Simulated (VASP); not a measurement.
# V (Pm-3m) in VASP: a series of runs, part 2 of 2

VASP 6.6.1.

**5. Relaxation of cell and atoms, PBE, collinear spin, ferromagnetic start**

Input file INCAR:

```
SYSTEM = V
PREC = Accurate
ENCUT = 600
EDIFF = 1E-7
ISMEAR = 0
SIGMA = 0.1
LREAL = .False.
LASPH = .True.
NELM = 150
ALGO = Normal
ISIF = 3
LWAVE = .False.
LCHARG = .False.
ISPIN = 2
MAGMOM = 2 2 2
LORBIT = 11
LMAXMIX = 4
GGA = PE
IBRION = 2
NSW = 90
EDIFFG = -0.04
```

Input file KPOINTS:

```
regular mesh
0
Gamma
  6 6 6
  0 0 0
```

Input file POSCAR:

```
V
1.0
    3.0386887800      0.0000000000      0.0000000000
    0.0000000000      3.0386887800      0.0000000000
    0.0000000000      0.0000000000      3.0386887800
V
3
Direct
    0.5000000000      0.0000000000      0.0000000000
    0.0000000000      0.5000000000      0.0000000000
    0.0000000000      0.0000000000      0.5000000000
```

Potentials or basis: VASP PAW PBE potentials, release 64 (V_sv).

Run with:

```bash
> cat potpaw_PBE.64/V_sv/POTCAR > POTCAR
> mpirun -np 1 vasp_std > vasp.out
```

OUTCAR:

```text
SYSTEM = V
   PREC = Accurate
   ENCUT = 600
   EDIFF = 1E-7
   ISMEAR = 0
   LREAL = .False.
   LASPH = .True.
   NELM = 150
   ISIF = 3
   ISPIN = 2
   LORBIT = 11
   GGA = PE
   IBRION = 2
   NSW = 90
   EDIFFG = -0.04

 ion  position               nearest neighbor table
   1  0.500  0.000  0.000-   2 2.15   3 2.15   3 2.15   2 2.15   2 2.15   3 2.15   3 2.15   2 2.15

   2  0.000  0.500  0.000-   1 2.15   3 2.15   3 2.15   1 2.15   3 2.15   3 2.15   1 2.15   1 2.15

   3  0.000  0.000  0.500-   1 2.15   2 2.15   1 2.15   2 2.15   2 2.15   2 2.15   1 2.15   1 2.15

  LATTYP: Found a simple cubic cell.
 ALAT       =     3.0386887800

  Lattice vectors:

[... 195 lines left out ...]

 val. band max:       15.3571455573   @ k =   0.5000   0.1667   0.1667
 cond. band min:      15.3955383646   @ k =   0.5000   0.3333   0.3333
 fundamental gap:      0.0383928072
 Fermi energy:        15.3573519287
[... 2488 lines left out ...]
 number of electron      39.0000039 magnetization      -0.0000003

 number of electron      39.0000039 magnetization       0.0000005

 Free energy of the ion-electron system (eV)
  ---------------------------------------------------
  ext. energy  EPLUGINS =         0.00000000
  ---------------------------------------------------
  free energy    TOTEN  =       -24.27706647 eV

  energy without entropy =      -24.24964010  energy(sigma->0) =      -24.26335328

 E-fermi :   8.2710     XC(G=0): -11.9608

 val. band max:        8.2449895483   @ k =   0.3333   0.3333   0.1667
 cond. band min:       8.2993530018   @ k =   0.5000   0.5000   0.5000
 fundamental gap:      0.0543634535
 Fermi energy:         8.2710486164
[... 1193 lines left out ...]
  FREE ENERGIE OF THE ION-ELECTRON SYSTEM (eV)
  ---------------------------------------------------
  free  energy   TOTEN  =       -24.2770664651 eV

  energy  without entropy=      -24.2496401023  energy(sigma->0) =      -24.26335328

 reached required accuracy - stopping structural energy minimisation

 total charge

# of ion       s       p       d       tot
------------------------------------------
    1        2.363   6.168   3.179  11.711
    2        2.363   6.168   3.179  11.711
    3        2.363   6.168   3.179  11.711
--------------------------------------------------
tot          7.090  18.504   9.538  35.132

 magnetization (x)

# of ion       s       p       d       tot
------------------------------------------
    1       -0.000  -0.000  -0.000  -0.000
    2       -0.000  -0.000  -0.000  -0.000
    3       -0.000  -0.000  -0.000  -0.000
--------------------------------------------------
tot         -0.000  -0.000  -0.000  -0.000
```

OSZICAR:

```text
N       E                     dE             d eps       ncg     rms          rms(c)
DAV:   1     0.625470008044E+03    0.62547E+03   -0.24928E+04  2088   0.208E+03
[... 68 lines left out ...]
DAV:   3    -0.242803964946E+02    0.75547E-02   -0.42031E-02  2256   0.171E+00    0.101E+00
DAV:   4    -0.242771246141E+02    0.32719E-02   -0.13114E-02  2292   0.757E-01    0.924E-02
DAV:   5    -0.242770894143E+02    0.35200E-04   -0.13575E-03  2410   0.284E-01    0.601E-02
DAV:   6    -0.242770696057E+02    0.19809E-04   -0.13056E-04  2338   0.106E-01    0.109E-02
DAV:   7    -0.242770670032E+02    0.26025E-05   -0.31684E-06  2372   0.170E-02    0.264E-03
DAV:   8    -0.242770665156E+02    0.48768E-06   -0.17168E-07  1758   0.285E-03    0.821E-04
DAV:   9    -0.242770664651E+02    0.50441E-07   -0.48795E-08  1094   0.242E-03
   5 F= -.24277066E+02 E0= -.24263353E+02  d E =-.668471E+01  mag=    -0.0000
```

CONTCAR:

```text
V
   1.00000000000000
     3.5966365342544453    0.0000000000000000   -0.0000000000000000
     0.0000000000000000    3.5966365342544453    0.0000000000000000
     0.0000000000000000    0.0000000000000000    3.5966365342544453
  V
     3
Direct
     0.5000000000000000    0.0000000000000000    0.0000000000000000
     0.0000000000000000    0.5000000000000000    0.0000000000000000
     0.0000000000000000    0.0000000000000000    0.5000000000000000

  0.00000000E+00  0.00000000E+00  0.00000000E+00
  0.00000000E+00  0.00000000E+00  0.00000000E+00
  0.00000000E+00  0.00000000E+00  0.00000000E+00
```

Run time: 84 s. Hardware: 1 thread of AMD EPYC 9R45 (Zen 5), shared host; peak memory 0.14 GiB.

What came out:

```
Free energy                                           : -24.2771 eV
Relaxed volume                                        : 15.51 Å³/atom
Relaxed cell                                          : a = 3.597 Å, b = 3.597 Å, c = 3.597 Å, α = 90.00°, β = 90.00°, γ = 90.00°
Space group after relaxing (to 0.1 Å)                 : Pm-3m (No. 221)
Energy gained by relaxing                             : 2228.2 meV/atom
Ionic steps                                           : 5
Pressure after relaxing                               : 0.2 GPa
Net moment                                            : 0.00 μB per cell
Valence electrons inside the program's atomic spheres : V 11.71
```

The path:
| step | energy change (eV) | largest force (eV/Å) | pressure (GPa) | volume (Å³) |
| --- | --- | --- | --- | --- |
| 1 | 0.0000 | 0.0000 | 170.79 | 28.06 |
| 2 | -1.0242 | 0.0000 | -25.19 | 91.14 |
| 3 | -6.5965 | 0.0000 | -8.11 | 49.88 |
| 4 | -6.6703 | 0.0000 | -3.52 | 47.87 |
| 5 | -6.6847 | 0.0000 | 0.18 | 46.53 |

Final structure:
```
V
1.0
     3.59664    0.00000    0.00000
     0.00000    3.59664    0.00000
     0.00000    0.00000    3.59664
V
3
Direct
  0.50000 0.00000 0.00000
  0.00000 0.50000 0.00000
  0.00000 0.00000 0.50000
```

Levels at points of the mesh, in eV from the Fermi level:
Spin up:
```tsv
k point	band 16	band 17	band 18	band 19	band 20	band 21	band 22	band 23
(0.00, 0.00, 0.00)	-2.17	-2.17	-2.02	-2.02	1.78	1.78	1.78	2.90
(0.50, 0.00, 0.00)	-1.75	-0.83	-0.83	-0.39	0.07	0.07	1.13	1.19
(0.50, 0.50, 0.00)	-1.69	-1.10	-0.70	-0.64	-0.64	0.26	0.26	1.32
(0.50, 0.50, 0.50)	-2.66	0.03	0.03	0.03	1.47	1.58	1.58	1.58
```
Spin down:
| k point | band 15 | band 16 | band 17 | band 18 | band 19 | band 20 | band 21 | band 22 | band 23 | band 24 |
| --- | --- | --- | --- | --- | --- | --- | --- | --- | --- | --- |
| (0.00, 0.00, 0.00) | -2.17 | -2.17 | -2.17 | -2.02 | -2.02 | 1.78 | 1.78 | 1.78 | 2.90 | 2.90 |
| (0.50, 0.00, 0.00) | -2.51 | -1.75 | -0.83 | -0.83 | -0.39 | 0.07 | 0.07 | 1.13 | 1.19 | 1.22 |
| (0.50, 0.50, 0.00) | -1.87 | -1.69 | -1.10 | -0.70 | -0.64 | -0.64 | 0.26 | 0.26 | 1.32 | 1.32 |
| (0.50, 0.50, 0.50) | -2.66 | -2.66 | 0.03 | 0.03 | 0.03 | 1.47 | 1.58 | 1.58 | 1.58 | 2.41 |

Caveat: the volume moved by over 15 % at a fixed basis, so the end points are rough.

**6. Overview**

```csv
task,spin,cell,k mesh,cutoff (eV),gap on the mesh (eV),pressure (GPa),moment (μB)
single point,"collinear, ferromagnetic start","a = 3.039 Å, 3 atoms",6 × 6 × 6,520,none,170.8,0.00
single point,"collinear, ferromagnetic start","a = 3.605 Å, 3 atoms",6 × 6 × 6,520,none,0.3,0.00
single point,off,"a = 3.606 Å, 3 atoms",14 × 14 × 14,520,none,0.2,-
relaxation of cell and atoms,"collinear, ferromagnetic start","relaxed from a = 3.039 Å, 3 atoms",6 × 6 × 6,600,none,0.2,0.00
```

Alike in all rows: level PBE; potentials or basis VASP PAW PBE potentials, release 64 (V_sv); smearing gaussian 0.1 eV.

Caveats: the cell stands under pressure (at least some runs); the volume moved by over 15 % at a fixed basis, so the end points are rough (at least some runs).

Absolute energies hang on the potentials; compare differences alone.
